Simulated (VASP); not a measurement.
# Cu (P-3m1) in VASP: a series of runs, part 2 of 2

VASP 6.6.1. Earlier steps stand in the parts before.

### 3 Single point, PBEsol (atoms displaced along a vibrational mode)

Contents of INCAR:

```
PREC     = Accurate       # precision mode
ENCUT    = 520            # plane-wave cutoff, eV
EDIFF    = 1E-7           # SCF threshold, eV
ISMEAR   = 0              # smearing method
SIGMA    = 0.15           # smearing width, eV
LREAL    = F              # projectors in reciprocal space
LASPH    = T              # aspherical terms in the spheres
NELM     = 80             # most SCF steps
ALGO     = Fast           # electronic algorithm
ISIF     = 2              # what is computed and relaxed
LWAVE    = F              # write WAVECAR
LCHARG   = F              # write CHGCAR
GGA      = PS             # functional
NBANDS   = 18             # bands
```

Contents of KPOINTS:

```
regular mesh
0
Gamma
  30 30 14
```

Contents of POSCAR:

```
Cu
1.0
    2.5205910259      0.0000000000      0.0000000000
   -1.2602955130      2.1828958610      0.0000000000
    0.0000000000      0.0000000000      4.1165232698
Cu
2
Direct
    0.3333333333      0.6666666667      0.2682192581
    0.6666666667      0.3333333333      0.7317807419
```

Potentials or basis: VASP PAW PBE potentials, release 64 (Cu).

Run with:

```console
$ cat potpaw_PBE.64/Cu/POTCAR > POTCAR
$ mpirun -np 1 vasp_std > vasp.out
```

OUTCAR:

```text
PREC = Accurate
   ENCUT = 520
   EDIFF = 1E-7
   ISMEAR = 0
   LREAL = F
   LASPH = T
   NELM = 80
   ISIF = 2
   GGA = PS

 ion  position               nearest neighbor table
   1  0.333  0.667  0.268-   2 2.40   2 2.40   2 2.40   2 2.64   2 2.64   2 2.64
   2  0.667  0.333  0.732-   1 2.40   1 2.40   1 2.40   1 2.64   1 2.64   1 2.64

  LATTYP: Found a hexagonal cell.
 ALAT       =     2.5205910259
 C/A-ratio  =     1.6331579489

  Lattice vectors:

 A1 = (   2.5205910259,   0.0000000000,   0.0000000000)
 A2 = (  -1.2602955130,   2.1828958610,   0.0000000000)
 A3 = (   0.0000000000,   0.0000000000,   4.1165232698)

Analysis of symmetry for initial positions (statically):
=====================================================================
 Subroutine PRICEL returns:
 Original cell was already a primitive cell.

 Routine SETGRP: Setting up the symmetry group for a
 hexagonal supercell.

 Subroutine GETGRP returns: Found 12 space group operations
 (whereof 12 operations were pure point group operations)
 out of a pool of 24 trial point group operations.

The static configuration has the point symmetry D_3d.

Analysis of symmetry for dynamics (positions and initial velocities):
=====================================================================
 Subroutine PRICEL returns:
 Original cell was already a primitive cell.

 Routine SETGRP: Setting up the symmetry group for a
 hexagonal supercell.

 Subroutine GETGRP returns: Found 12 space group operations
 (whereof 12 operations were pure point group operations)
 out of a pool of 24 trial point group operations.

The dynamic configuration has the point symmetry D_3d.

 Subroutine INISYM returns: Found 12 space group operations
 (whereof 12 operations are pure point group operations),
 and found     1 'primitive' translations

[... 111 lines left out ...]
   IALGO  =     68    algorithm
   IMIX   =      4    mixing-type and parameters
     AMIX     =   0.40;   BMIX     =  1.00
     AMIX_MAG =   1.60;   BMIX_MAG =  1.00
  volume/ion in A,a.u.               =      11.32        76.42
  Fermi-wavevector in a.u.,A,eV,Ry     =   1.621289  3.063792 35.763969  2.628578
  Thomas-Fermi vector in A             =   2.715089
   LORBIT       =      0    0 simple, 1 ext, 2 COOP (PROOUT), +10 PAW based schemes
   GGA     = PS    functional components
   LHFCALC =     F    Hartree Fock is set to
   AEXX    =    0.0000 exact exchange contribution
   IVDW    =     0    specifies the selected vdW correction
   LEPSILON=     F    determine dielectric tensor
   LRPA    =     F    only Hartree local field effects (RPA)
 non-spin polarized calculation
 RMM-DIIS sequential band-by-band and
 Gauss-broadening in eV      SIGMA  =   0.15
  energy-cutoff  :      520.00
  volume of cell :       22.65
 maximum number of plane-waves:       628
 NGX is ok and might be reduce to    20
   NGX =  9   NGY =  9   NGZ = 15

 number of electron      21.9999986 magnetization

 Free energy of the ion-electron system (eV)
  ---------------------------------------------------
  ext. energy  EPLUGINS =         0.00000000
  ---------------------------------------------------
  free energy    TOTEN  =        -8.51054613 eV

  energy without entropy =       -8.50411459  energy(sigma->0) =       -8.50733036

 E-fermi :   7.9113     XC(G=0): -13.1418

 val. band max:        7.9089130379   @ k =   0.5000   0.0000   0.0000
 cond. band min:       7.9127109178   @ k =  -0.2333   0.5000   0.2857
 fundamental gap:      0.0037978799
 Fermi energy:         7.9112869355

 k-point     1 :       0.0000    0.0000    0.0000
  band No.  band energies     occupation
      1      -1.8017      2.00000
      2       2.5456      2.00000
      3       4.7729      2.00000
      4       4.7869      2.00000
      5       4.7869      2.00000
      6       4.9564      2.00000
[... 481 lines left out ...]
      5       4.7534      2.00000
      6       4.8899      2.00000
[... 10 lines left out ...]
     17      25.7929      0.00000
     18      28.8516      0.00000

 [... further k-points ...]

------------------------ aborting loop because EDIFF is reached ----------------------------------------

  FORCE on cell =-STRESS in cart. coord.  units (eV):
  Direction    XX          YY          ZZ          XY          YZ          ZX
  --------------------------------------------------------------------------------------
  -------------------------------------------------------------------------------------
  Total        0.3159633      0.3159633      0.7621724     -0.0000000      0.0000000      0.0000000
  in kB       22.3501911     22.3501911     53.9135378     -0.0000000      0.0000000      0.0000000
  external PRESSURE =      32.8713067 kB  Pullay stress =       0.0000000 kB

 VOLUME and BASIS-vectors are now :
 -----------------------------------------------------------------------------
  energy-cutoff  :      520.00
  volume of cell :       22.65
      direct lattice vectors                 reciprocal lattice vectors
     2.520591026  0.000000000  0.000000000     0.396732350  0.229053529  0.000000000
    -1.260295513  2.182895861  0.000000000     0.000000000  0.458107058  0.000000000
     0.000000000  0.000000000  4.116523270     0.000000000  0.000000000  0.242923442

 POSITION                                       TOTAL-FORCE (eV/Angst)
 -----------------------------------------------------------------------------------
     -0.00000      1.45526      1.10413        -0.000000     -0.000000     -1.265772
      1.26030      0.72763      3.01239         0.000000      0.000000      1.265772
 -----------------------------------------------------------------------------------
    total drift:                                0.000000     -0.000000     -0.000000

  FREE ENERGIE OF THE ION-ELECTRON SYSTEM (eV)
  ---------------------------------------------------
  free  energy   TOTEN  =        -8.5105461320 eV

  energy  without entropy=       -8.5041145945  energy(sigma->0) =       -8.50733036
```

OSZICAR:

```text
N       E                     dE             d eps       ncg     rms          rms(c)
DAV:   1     0.120952192070E+03    0.12095E+03   -0.10573E+04 45976   0.222E+03
DAV:   2    -0.448213204966E+01   -0.12543E+03   -0.11914E+03 42512   0.289E+02
DAV:   3    -0.106286588764E+02   -0.61465E+01   -0.59098E+01 47086   0.865E+01
DAV:   4    -0.106942167410E+02   -0.65558E-01   -0.65511E-01 50018   0.969E+00
DAV:   5    -0.106950572083E+02   -0.84047E-03   -0.84044E-03 51730   0.955E-01    0.119E+01
RMM:   6    -0.926137806243E+01    0.14337E+01   -0.12162E+01 49636   0.619E+01    0.642E+00
RMM:   7    -0.853688975483E+01    0.72449E+00   -0.20877E+00 49126   0.267E+01    0.153E+00
RMM:   8    -0.851296443153E+01    0.23925E-01   -0.80266E-02 50579   0.260E+00    0.319E-01
RMM:   9    -0.851067327257E+01    0.22912E-02   -0.19103E-02 51136   0.259E+00    0.167E-01
RMM:  10    -0.851055545836E+01    0.11781E-03   -0.36174E-03 56153   0.545E-01    0.522E-02
RMM:  11    -0.851053733873E+01    0.18120E-04   -0.38459E-04 56290   0.237E-01    0.118E-02
RMM:  12    -0.851054707129E+01   -0.97326E-05   -0.12843E-04 62042   0.879E-02    0.735E-03
RMM:  13    -0.851054622233E+01    0.84896E-06   -0.84295E-06 57664   0.274E-02    0.142E-03
RMM:  14    -0.851054612153E+01    0.10080E-06   -0.24948E-06 53269   0.133E-02    0.107E-03
RMM:  15    -0.851054613201E+01   -0.10480E-07   -0.17848E-07 38506   0.405E-03
   1 F= -.85105461E+01 E0= -.85073304E+01  d E =-.643154E-02
```

stdout:

```text
POSCAR found type information on POSCAR Cu
 POSCAR found :  1 types and       2 ions
 scaLAPACK will be used
[... 23 lines left out ...]
WARNING in EDDRMM: call to ZHEGV failed, returncode =   6  3     16
 num prob  num prob  num prob  num prob  num prob WARNING in EDDRMM: call to ZHEGV failed, returncode =   6  3     18
 num prob  num prob  num prob  num prob  num prob  num prob  num prob  num prob  num prob WARNING in EDDRMM: call to ZHEGV failed, returncode =   6  3     16
 num prob  num prob WARNING in EDDRMM: call to ZHEGV failed, returncode =   8  4     14
 num prob  num prob  num prob WARNING in EDDRMM: call to ZHEGV failed, returncode =   6  3     18
 num prob  num prob  num prob  num prob  num prob  num prob RMM:  15    -0.851054613201E+01   -0.10480E-07   -0.17848E-07 38506   0.405E-03
```

Run time: 7.5 min. Hardware: 1 thread of Intel Xeon Platinum 8259CL at 2.50GHz (Skylake/Cascade Lake), shared host; peak memory 0.47 GiB.

Results:

```
Free energy            : -8.5105 eV
Pressure               : 3.3 GPa
Largest force          : 1.266 eV/Å
Band gap on the k mesh : zero (bands 11 and 12 overlap by 6.01 eV)
```

Forces in eV/Å, atoms in the order of the input:
```
Cu   0.000  0.000 -1.266
Cu   0.000  0.000  1.266
```

Stress tensor (GPa, compression positive):
```
2.24 0.00 0.00
0.00 2.24 0.00
0.00 0.00 5.39
```

Levels at points of the mesh, in eV from the Fermi level:
| k point | band 7 | band 8 | band 9 | band 10 | band 11 | band 12 | band 13 | band 14 | band 15 | band 16 |
| --- | --- | --- | --- | --- | --- | --- | --- | --- | --- | --- |
| (0.00, 0.00, 0.00) | -2.95 | -2.51 | -2.51 | -1.73 | -1.73 | -1.06 | 3.88 | 21.67 | 22.36 | 22.36 |
| (0.50, 0.00, 0.00) | -2.80 | -1.67 | -1.62 | -1.52 | 0.00 | 1.65 | 7.64 | 8.76 | 10.56 | 11.73 |
| (0.00, 0.00, 0.50) | -3.16 | -3.14 | -2.10 | -2.10 | -1.87 | -1.87 | 11.85 | 13.74 | 22.20 | 22.61 |
| (0.50, 0.00, 0.50) | -2.02 | -1.89 | -1.63 | -1.57 | 0.25 | 0.64 | 4.91 | 5.24 | 16.08 | 16.97 |

Caveat: the cell differs from its parent crystal (atoms displaced along a vibrational mode); the cell stands under pressure; the PAW data sets were made with another functional, which shifts forces and pressure a little.
